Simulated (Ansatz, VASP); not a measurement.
# Two plane-wave programs on Te

```xyz
2
Lattice="0.0000 3.3827 3.3827 3.3827 0.0000 3.3827 3.3827 3.3827 0.0000" Properties=species:S:1:pos:R:3 pbc="T T T"
Te    0.8457    0.8457    0.8457
Te    5.9196    5.9196    5.9196
```

Alike in both runs: task single point; functional PBEsol; k mesh 9 × 9 × 9; occupations fermi-dirac, width 0.1 eV; no spin polarisation.

|  | VASP | Ansatz |
| --- | --- | --- |
| version | VASP 6.6.1 | Ansatz 0.2.0 |
| potentials or method | VASP PAW PBE potentials, release 64 (Te), cutoff 520 eV | plane waves (420 eV) with PAW, scalar-relativistic |
| valence electrons in the cell | 12 | 32 |

Ansatz gave:

```
pressure (GPa) : 5.1
```

Q: Estimate VASP's values.

A: Pressure (GPa): 5.2.

VASP's potentials were made for PBE, not for PBEsol, and Ansatz warns of the same on its side. VASP's potentials hold 12 valence electrons a cell and Ansatz's 32, so a difference there can come from the potentials and not from the codes.

Neither program's run includes spin-orbit coupling.
